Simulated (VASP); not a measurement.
# TiO2 in VASP: notebook

Runs on TiO2. Level: r2SCAN. Tasks: single point.

Program: VASP 6.6.1. These are calculated values, not measurements. Logs are shortened: lines on timing, memory, paths and dates and some standing lists are left out, and cuts for length are marked.

### Step 1. The cell of the first run

Symmetry: I4/mmm, No. 139, tetragonal system. The conventional cell has a = 3.390 Å, b = 3.390 Å, c = 4.810 Å, α = 90.00°, β = 90.00°, γ = 90.00°. Ti (site symmetry 4/mmm) has 8 O at 2.08 Å within 2.8 Å. Within 2.8 Å of O (site symmetry -4m2) lie 4 Ti at 2.08 Å and 6 O at 2.40 to 2.41 Å.

### Step 2. Single point, r2SCAN (uniaxial x strain +0.3%)

The input, POSCAR:

```
TiO2
1.0
    0.0000000000      2.3968272579      2.3968272579
    2.4052161533      0.0000000000      2.3968272579
    2.4052161533      2.3968272579      0.0000000000
Ti O
1 2
Direct
    0.0000000000      0.0000000000      0.0000000000
    0.2500000000      0.2500000000      0.2500000000
    0.7500000000      0.7500000000      0.7500000000
```

The input, INCAR.step1:

```
SYSTEM = TiO2
PREC = Accurate
ENCUT = 910
ISMEAR = 0
SIGMA = 0.01
LREAL = .False.
LASPH = .True.
NELM = 120
NBANDS = 19
GGA = PE
ALGO = Normal
EDIFF = 1E-5
LWAVE = .True.
LCHARG = .False.
GGA_COMPAT = .False.
```

The input, INCAR.step2:

```
SYSTEM = TiO2
PREC = Accurate
ENCUT = 910
EDIFF = 1E-6
ISMEAR = 0
SIGMA = 0.01
LREAL = .False.
LASPH = .True.
NELM = 120
ALGO = Normal
ISIF = 2
LWAVE = .False.
LCHARG = .False.
METAGGA = R2SCAN
LMIXTAU = .True.
NBANDS = 19
ISTART = 1
GGA_COMPAT = .False.
```

The input, KPOINTS:

```
regular mesh
0
Gamma
  10 10 10
  0 0 0
```

Potentials or basis: VASP PAW PBE potentials, release 64 (Ti_sv, O_h).

Command:

```
$ cat potpaw_PBE.64/Ti_sv/POTCAR potpaw_PBE.64/O_h/POTCAR > POTCAR
$ cp INCAR.step1 INCAR
$ mpirun -np 1 vasp_std > vasp.out
$ cp INCAR.step2 INCAR
$ mpirun -np 1 vasp_std > vasp.out
```

OUTCAR:

```text
SYSTEM = TiO2
   PREC = Accurate
   ENCUT = 910
   EDIFF = 1E-6
   ISMEAR = 0
   LREAL = .False.
   LASPH = .True.
   NELM = 120
   ISIF = 2
   METAGGA = R2SCAN
   ISTART = 1

 ion  position               nearest neighbor table
   1  0.000  0.000  0.000-   3 2.08   3 2.08   3 2.08   2 2.08   3 2.08   2 2.08   2 2.08   2 2.08

   2  0.250  0.250  0.250-   1 2.08   1 2.08   1 2.08   1 2.08
   3  0.750  0.750  0.750-   1 2.08   1 2.08   1 2.08   1 2.08

  LATTYP: Found a body centered tetragonal cell.
 ALAT       =     3.3896256148
 C/A-ratio  =     1.4191633098

  Lattice vectors:

 A1 = (   2.4052161533,   0.0000000000,   2.3968272579)
 A2 = (   2.4052161533,   0.0000000000,  -2.3968272579)
 A3 = (  -2.4052161533,   2.3968272579,   0.0000000000)

Analysis of symmetry for initial positions (statically):
=====================================================================
 Subroutine PRICEL returns:
 Original cell was already a primitive cell.

 Routine SETGRP: Setting up the symmetry group for a
 body centered tetragonal supercell.

 Subroutine GETGRP returns: Found 16 space group operations
 (whereof 16 operations were pure point group operations)
 out of a pool of 16 trial point group operations.

The static configuration has the point symmetry D_4h.

Analysis of symmetry for dynamics (positions and initial velocities):
=====================================================================
 Subroutine PRICEL returns:
 Original cell was already a primitive cell.

 Routine SETGRP: Setting up the symmetry group for a
 body centered tetragonal supercell.

 Subroutine GETGRP returns: Found 16 space group operations
 (whereof 16 operations were pure point group operations)
 out of a pool of 16 trial point group operations.

The dynamic configuration has the point symmetry D_4h.

 Subroutine INISYM returns: Found 16 space group operations
 (whereof 16 operations are pure point group operations),
 and found     1 'primitive' translations

----------------------------------------------------------------------------------------

                                     Primitive cell

  volume of cell :      27.6349

  direct lattice vectors                    reciprocal lattice vectors
     0.000000000  2.396827258  2.396827258    -0.207881524  0.208609110  0.208609110
     2.405216153  0.000000000  2.396827258     0.207881524 -0.208609110  0.208609110
     2.405216153  2.396827258  0.000000000     0.207881524  0.208609110 -0.208609110

  length of vectors
     3.389625615  3.395562641  3.395562641     0.360901994  0.360901994  0.360901994

  position of ions in fractional coordinates (direct lattice)
     0.000000000  0.000000000  0.000000000
     0.250000000  0.250000000  0.250000000
     0.750000000  0.750000000  0.750000000

  ion indices of the primitive-cell ions
   primitive index   ion index
                 1           1
                 2           2
                 3           3

----------------------------------------------------------------------------------------

 KPOINTS: regular mesh

Automatic generation of k-mesh.
 Grid dimensions read from file:
 generate k-points for:   10   10   10

 Generating k-lattice:

  Cartesian coordinates                     Fractional coordinates (reciprocal lattice)
    -0.020788152  0.020860911  0.020860911     0.100000000  0.000000000  0.000000000
     0.020788152 -0.020860911  0.020860911     0.000000000  0.100000000 -0.000000000
     0.020788152  0.020860911 -0.020860911     0.000000000 -0.000000000  0.100000000

  Length of vectors
     0.036090199  0.036090199  0.036090199

  Shift w.r.t. Gamma in fractional coordinates (k-lattice)
     0.000000000  0.000000000  0.000000000

 Subroutine IBZKPT returns following result:
 ===========================================

 Found    102 irreducible k-points:

 Following reciprocal coordinates:
            Coordinates               Weight
  0.000000  0.000000  0.000000      1.000000
  0.100000 -0.000000 -0.000000      8.000000
  0.200000 -0.000000 -0.000000      8.000000
  0.300000  0.000000  0.000000      8.000000
  0.400000 -0.000000 -0.000000      8.000000
  0.500000 -0.000000 -0.000000      4.000000
[... 16 lines left out ...]
  0.300000  0.300000  0.000000      4.000000
  0.400000  0.300000 -0.000000     16.000000
 [... further k-points ...]
   k-points           NKPTS =    102   k-points in BZ     NKDIM =    102   number of bands    NBANDS=     19
   number of dos      NEDOS =    301   number of ions     NIONS =      3
   total plane-waves  NPLWV =  46656
   dimension x,y,z NGX =    36 NGY =   36 NGZ =   36
   dimension x,y,z NGXF=    72 NGYF=   72 NGZF=   72
   ions per type =               1   2
   NGX,Y,Z   is equivalent  to a cutoff of  17.66, 17.63, 17.63 a.u.
   NGXF,Y,Z  is equivalent  to a cutoff of  35.31, 35.25, 35.25 a.u.
 SYSTEM =  TiO2
   PREC   = accura    normal or accurate (medium, high low for compatibility)
   ISTART =      1    job   : 0-new  1-cont  2-samecut
   ICHARG =      0    charge: 1-file 2-atom 10-const
   ISPIN  =      1    spin polarized calculation?
   LNONCOLLINEAR =      F non collinear calculations
   LSORBIT =      F    spin-orbit coupling
   LASPH  =      T    aspherical Exc in radial PAW
   ENCUT  =  910.0 eV  66.88 Ry    8.18 a.u.   8.34  8.35  8.35*2*pi/ulx,y,z
   NELM   =    120;   NELMIN=  2; NELMDL=  0     # of ELM steps
   EDIFF  = 0.1E-05   stopping-criterion for ELM
   LREAL  =      F    real-space projection
   EDIFFG = 0.1E-04   stopping-criterion for IOM
   NSW    =      0    number of steps for IOM
   IBRION =     -1    ionic relax: 0-MD 1-quasi-New 2-CG
   NFREE  =      0    steps in history (QN), initial steepest desc. (CG)
   ISIF   =      2    stress and relaxation
   ISYM   =      2    0-nonsym 1-usesym 2-fastsym
   POTIM  = 0.5000    time-step for ionic-motion
   TEBEG  =    0.0;   TEEND  =   0.0 temperature during run
   PSTRESS=    0.0 pullay stress
   NELECT =      24.0000    total number of electrons
   NUPDOWN=      -1.0000    fix difference up-down
   EMIN   =  10.00;   EMAX   =-10.00  energy-range for DOS
   EFERMI =   0.00;   METHOD = LEGACY
   ISMEAR =     0;   SIGMA  =   0.01  broadening in eV -4-tet -1-fermi 0-gaus
   EFERMI_NEDOS =   21; number of points for ismear=-14 and -15
   IALGO  =     38    algorithm
   IMIX   =      4    mixing-type and parameters
     AMIX     =   0.40;   BMIX     =  1.00
     AMIX_MAG =   1.60;   BMIX_MAG =  1.00
  volume/ion in A,a.u.               =       9.21        62.16
  Fermi-wavevector in a.u.,A,eV,Ry     =   1.561922  2.951605 33.192784  2.439601
  Thomas-Fermi vector in A             =   2.664916
   LORBIT       =      0    0 simple, 1 ext, 2 COOP (PROOUT), +10 PAW based schemes
   METAGGA = R2SCAN    functional components
   LHFCALC =     F    Hartree Fock is set to
   AEXX    =    0.0000 exact exchange contribution
   IVDW    =     0    specifies the selected vdW correction
   LEPSILON=     F    determine dielectric tensor
   LRPA    =     F    only Hartree local field effects (RPA)
 non-spin polarized calculation
 Gauss-broadening in eV      SIGMA  =   0.01
  energy-cutoff  :      910.00
  volume of cell :       27.63
 maximum number of plane-waves:      1759
 NGX is ok and might be reduce to    36
   NGX = 17   NGY = 17   NGZ = 17

 number of electron      23.9999999 magnetization

 Free energy of the ion-electron system (eV)
  ---------------------------------------------------
  ext. energy  EPLUGINS =         0.00000000
  ---------------------------------------------------
  free energy    TOTEN  =       -34.12453814 eV

  energy without entropy =      -34.12453814  energy(sigma->0) =      -34.12453814

 E-fermi :   7.9059     XC(G=0): -13.0439

 val. band max:        7.6430040353   @ k =   0.5000   0.5000   0.0000
 cond. band min:       9.1665202258   @ k =   0.0000   0.0000   0.0000
 fundamental gap:      1.5235161905
 Fermi energy:         7.9058679877

 k-point     1 :       0.0000    0.0000    0.0000
  band No.  band energies     occupation
      1     -52.3804      2.00000
      2     -27.4147      2.00000
      3     -27.4146      2.00000
      4     -27.4138      2.00000
      5     -13.1031      2.00000
      6      -9.3127      2.00000
[... 11 lines left out ...]
     18      15.8798      0.00000
     19      22.6355      0.00000

 k-point     2 :       0.1000   -0.0000   -0.0000
  band No.  band energies     occupation
      1     -52.3782      2.00000
      2     -27.4399      2.00000
      3     -27.4175      2.00000
      4     -27.4171      2.00000
      5     -12.9833      2.00000
      6      -9.4535      2.00000
[... 11 lines left out ...]
     18      16.2360      0.00000
     19      22.5671      0.00000

 k-point     3 :       0.2000   -0.0000   -0.0000
  band No.  band energies     occupation
      1     -52.3724      2.00000
      2     -27.5060      2.00000
      3     -27.4251      2.00000
      4     -27.4248      2.00000
      5     -12.6557      2.00000
      6      -9.8072      2.00000
[... 11 lines left out ...]
     18      17.1499      0.00000
     19      22.4303      0.00000

 k-point     4 :       0.3000    0.0000    0.0000
  band No.  band energies     occupation
      1     -52.3653      2.00000
      2     -27.5858      2.00000
      3     -27.4344      2.00000
      4     -27.4344      2.00000
      5     -12.2087      2.00000
      6     -10.2351      2.00000
[... 11 lines left out ...]
     18      18.0395      0.00000
     19      22.5178      0.00000

 k-point     5 :       0.4000   -0.0000   -0.0000
  band No.  band energies     occupation
      1     -52.3594      2.00000
      2     -27.6491      2.00000
      3     -27.4421      2.00000
      4     -27.4419      2.00000
      5     -11.7686      2.00000
      6     -10.6222      2.00000
[... 11 lines left out ...]
     18      18.3855      0.00000
     19      22.9984      0.00000

 k-point     6 :       0.5000   -0.0000   -0.0000
  band No.  band energies     occupation
      1     -52.3572      2.00000
      2     -27.6730      2.00000
      3     -27.4450      2.00000
      4     -27.4448      2.00000
      5     -11.5393      2.00000
      6     -10.8229      2.00000
[... 11 lines left out ...]
     18      18.4040      0.00000
     19      23.3214      0.00000

 k-point     7 :       0.1000    0.1000    0.0000
  band No.  band energies     occupation
      1     -52.3775      2.00000
      2     -27.4422      2.00000
      3     -27.4219      2.00000
      4     -27.4209      2.00000
      5     -12.9425      2.00000
      6      -9.4986      2.00000
[... 11 lines left out ...]
     18      16.3030      0.00000
     19      22.4069      0.00000

 k-point     8 :       0.2000    0.1000   -0.0000
  band No.  band energies     occupation
      1     -52.3729      2.00000
      2     -27.4911      2.00000
      3     -27.4302      2.00000
      4     -27.4283      2.00000
      5     -12.6830      2.00000
      6      -9.7735      2.00000
[... 256 lines left out ...]
 k-point    20 :      -0.4000    0.2000    0.0000
  band No.  band energies     occupation
      1     -52.3541      2.00000
      2     -27.6380      2.00000
      3     -27.5132      2.00000
      4     -27.4551      2.00000
      5     -11.3503      2.00000
      6     -10.8816      2.00000
[... 11 lines left out ...]
     18      19.0743      0.00000
     19      23.6747      0.00000

 k-point    21 :      -0.3000    0.2000    0.0000
  band No.  band energies     occupation
      1     -52.3572      2.00000
      2     -27.6105      2.00000
      3     -27.5087      2.00000
      4     -27.4451      2.00000
      5     -11.6569      2.00000
      6     -10.6439      2.00000
[... 11 lines left out ...]
     18      18.9165      0.00000
     19      23.3009      0.00000

 k-point    22 :      -0.2000    0.2000    0.0000
  band No.  band energies     occupation
      1     -52.3628      2.00000
      2     -27.5736      2.00000
      3     -27.4815      2.00000
      4     -27.4341      2.00000
      5     -12.0592      2.00000
      6     -10.3334      2.00000
[... 11 lines left out ...]
     18      18.3843      0.00000
     19      22.7974      0.00000

 k-point    23 :       0.3000    0.3000    0.0000
  band No.  band energies     occupation
      1     -52.3602      2.00000
      2     -27.5970      2.00000
      3     -27.4644      2.00000
      4     -27.4625      2.00000
      5     -11.9059      2.00000
      6     -10.4117      2.00000
[... 11 lines left out ...]
     18      18.1004      0.00000
     19      22.4135      0.00000

 k-point    24 :       0.4000    0.3000   -0.0000
  band No.  band energies     occupation
      1     -52.3555      2.00000
      2     -27.6321      2.00000
      3     -27.4818      2.00000
      4     -27.4721      2.00000
      5     -11.5840      2.00000
      6     -10.6335      2.00000
[... 11 lines left out ...]
     18      18.7623      0.00000
     19      22.6963      0.00000

 [... further k-points ...]
[... 5 lines left out ...]
  --------------------------------------------------------------------------------------
  -------------------------------------------------------------------------------------
  Total       -0.1958208      0.1503565      0.1503565      0.0000000      0.0000000      0.0000000
  in kB      -11.3530320      8.7171625      8.7171625      0.0000000      0.0000000      0.0000000
  external PRESSURE =       2.0270977 kB  Pullay stress =       0.0000000 kB

 VOLUME and BASIS-vectors are now :
 -----------------------------------------------------------------------------
  energy-cutoff  :      910.00
  volume of cell :       27.63
      direct lattice vectors                 reciprocal lattice vectors
     0.000000000  2.396827258  2.396827258    -0.207881524  0.208609110  0.208609110
     2.405216153  0.000000000  2.396827258     0.207881524 -0.208609110  0.208609110
     2.405216153  2.396827258  0.000000000     0.207881524  0.208609110 -0.208609110

 POSITION                                       TOTAL-FORCE (eV/Angst)
 -----------------------------------------------------------------------------------
      0.00000      0.00000      0.00000        -0.000000     -0.000000      0.000000
      1.20261      1.19841      1.19841         0.000000     -0.000000     -0.000000
      3.60782      3.59524      3.59524         0.000000      0.000000      0.000000
 -----------------------------------------------------------------------------------
    total drift:                                0.000000      0.000000      0.000000

  FREE ENERGIE OF THE ION-ELECTRON SYSTEM (eV)
  ---------------------------------------------------
  free  energy   TOTEN  =       -34.1245381400 eV

  energy  without entropy=      -34.1245381400  energy(sigma->0) =      -34.12453814
```

Run time: 6.6 min. Hardware: 1 thread of Intel Xeon Platinum 8488C (Sapphire Rapids), shared host; peak memory 0.29 GiB.

Results:

| Property | Result |
| --- | --- |
| Free energy | -34.1245 eV |
| Pressure | 0.2 GPa |
| Band gap on the k mesh | 1.52 eV (least direct gap 2.21 eV) |

Stress tensor (GPa, compression positive):
```
-1.14  0.00  0.00
 0.00  0.87  0.00
 0.00  0.00  0.87
```

Caveat: the cell differs from its parent crystal (uniaxial x strain +0.3%); the cutoff is under 1.25 times the usual one of these potentials, so pressure, stress and relaxed cells hold a basis-set (Pulay) error; the PAW data sets were made with another functional, which shifts forces and pressure a little. A k mesh can miss the band edges.

(Continued in part 2 of 2.)
